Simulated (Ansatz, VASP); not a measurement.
# One calculation of MgO, two programs

Contents of INCAR:

```
SYSTEM = MgO
PREC = Accurate
ENCUT = 520
EDIFF = 1E-7
ISMEAR = 0
SIGMA = 0.05
LREAL = .False.
LASPH = .True.
NELM = 60
ALGO = Normal
ISIF = 2
LWAVE = .False.
LCHARG = .True.
GGA = PE
LELF = .True.
LVHAR = .True.
NBANDS = 11
```

KPOINTS

```
regular mesh
0
Gamma
  6 6 6
  0 0 0
```

The input POSCAR:

```
MgO
1.0
    0.0000000000      2.1351491430      2.1351491430
    2.1351491430      0.0000000000      2.1351491430
    2.1351491430      2.1351491430      0.0000000000
Mg O
1 1
Direct
    0.0000000000      0.0000000000      0.0000000000
    0.5000000000      0.5000000000      0.5000000000
```

Input for Ansatz:

```yaml
crystal:
  lattice:
    - [0.0, 2.135149143, 2.135149143]
    - [2.135149143, 0.0, 2.135149143]
    - [2.135149143, 2.135149143, 0.0]
  atoms:
    - { symbol: Mg, position: [0.0, 0.0, 0.0] }
    - { symbol: O, position: [0.5, 0.5, 0.5] }
basis:
  ecutwfc: 420
  ecutrho_ratio: 4
kpoints:
  mp_grid: { grid: [6, 6, 6] }
hamiltonian:
  xc: pbe
scf:
  occupations: { method: gaussian, width: 0.05 }
output:
  forces: true
  stress: true
  eigenvalues: true
  populations: true
  write_density: true
  write_potential: true
  elf: true
  volumetric_format: npy
```

Alike in both runs: task single point; functional PBE; k mesh 6 × 6 × 6; occupations gaussian, width 0.05 eV; no spin polarisation.

|  | VASP | Ansatz |
| --- | --- | --- |
| version | VASP 6.6.1 | Ansatz 0.2.0 |
| potentials or method | VASP PAW PBE potentials, release 64 (Mg, O), cutoff 520 eV | scalar-relativistic, plane waves, PAW |
| valence electrons in the cell | 8 | 16 |

|  | VASP | Ansatz | Ansatz less VASP |
| --- | --- | --- | --- |
| gap on the k mesh at the Fermi level (eV) | 4.34 | 4.35 | +0.017 |
| least direct gap on the mesh (eV) | 4.34 | 4.35 | +0.017 |
| pressure (GPa) | -2.4 | -1.7 | +0.76 |

VASP's potentials hold 8 valence electrons a cell and Ansatz's 16, so a difference there can come from the potentials and not from the codes.

The k mesh is coarse, so the values compare programs but aren't converged.
